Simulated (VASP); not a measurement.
## Si: relaxation of cell and atoms with PBE

The system is Si.

```
CELL_PARAMETERS angstrom
5.24863 0.00000 0.00000
0.00000 5.24863 0.00000
0.00000 0.00000 4.93999
ATOMIC_POSITIONS crystal
Si 0.00000 0.27702 0.62235
Si 0.27702 0.00000 0.37765
Si 0.72298 0.00000 0.37765
Si 0.00000 0.72298 0.62235
Si 0.00000 0.00000 0.00000
```

The cell was built from a structure type or drawn by symmetry, and may not be a known phase.

```
Program                : VASP 6.6.1
Task                   : relaxation of cell and atoms
Functional             : PBE
Potentials or basis    : VASP PAW PBE potentials, release 64 (Si)
Cutoff                 : 600 eV
k mesh                 : 6 × 6 × 6
Occupations            : gaussian, width 0.02 eV
Spin                   : no spin polarisation
Dipole correction      : no
Further INCAR settings : ALGO = Normal; EDIFF = 1e-07; IBRION = 2; EDIFFG = -0.01; NSW = 100; ISIF = 3
```

- Relaxed volume: 27.30 Å³/atom
- Relaxed cell: a = 5.254 Å, b = 5.254 Å, c = 4.945 Å, α = 90.00°, β = 90.00°, γ = 90.00°
- Space group after relaxing (to 0.1 Å): P-4m2 (No. 115)
- Energy gained by relaxing: 0.1 meV/atom
- Ionic steps: 4
- Pressure after relaxing: 0.0 GPa
- Largest force after relaxing: 0.005 eV/Å
- Band gap on the k mesh: 0.98 eV

Forces in eV/Å, atoms in the order of the input:
```
Si   0.000 -0.005 -0.002
Si  -0.005  0.000  0.002
Si   0.005  0.000  0.002
Si   0.000  0.005 -0.002
Si   0.000  0.000  0.000
```

The path:
```csv
step,energy change (eV),largest force (eV/Å),pressure (GPa),volume (Å³)
1,0.0000,0.0738,0.10,136.09
2,-0.0004,0.0308,0.03,136.42
3,-0.0005,0.0085,0.05,136.34
4,-0.0005,0.0050,-0.03,136.51
```

Final structure:
```
CELL_PARAMETERS angstrom
5.25394 0.00000 0.00000
0.00000 5.25394 0.00000
0.00000 0.00000 4.94533
ATOMIC_POSITIONS crystal
Si 0.00000 0.27655 0.62215
Si 0.27655 0.00000 0.37785
Si 0.72345 0.00000 0.37785
Si 0.00000 0.72345 0.62215
Si 0.00000 0.00000 0.00000
```

Levels at points of the mesh, in eV from the valence-band top:
| k point | band 8 | band 9 | band 10 | band 11 | band 12 | band 13 |
| --- | --- | --- | --- | --- | --- | --- |
| (0.00, 0.00, 0.00) | -0.64 | -0.64 | -0.23 | 1.72 | 1.72 | 2.53 |
| (0.50, 0.00, 0.00) | -1.57 | -1.34 | -0.34 | 1.83 | 1.91 | 2.24 |
| (0.50, 0.50, 0.00) | -1.70 | -1.23 | -1.23 | 1.83 | 2.19 | 2.31 |
| (0.00, 0.00, 0.50) | -2.52 | -1.19 | 0.00 | 0.98 | 2.86 | 3.00 |
| (0.50, 0.00, 0.50) | -1.35 | -0.75 | -0.65 | 1.98 | 2.21 | 2.38 |
| (0.50, 0.50, 0.50) | -0.39 | -0.39 | -0.12 | 1.29 | 2.05 | 2.32 |

Wall time 3.9 min on 1 thread of Intel(R) Xeon(R) Platinum 8375C CPU @ 2.90GHz (Ice Lake), on a shared host, peak memory 0.28 GiB.

A k mesh can miss the band edges.
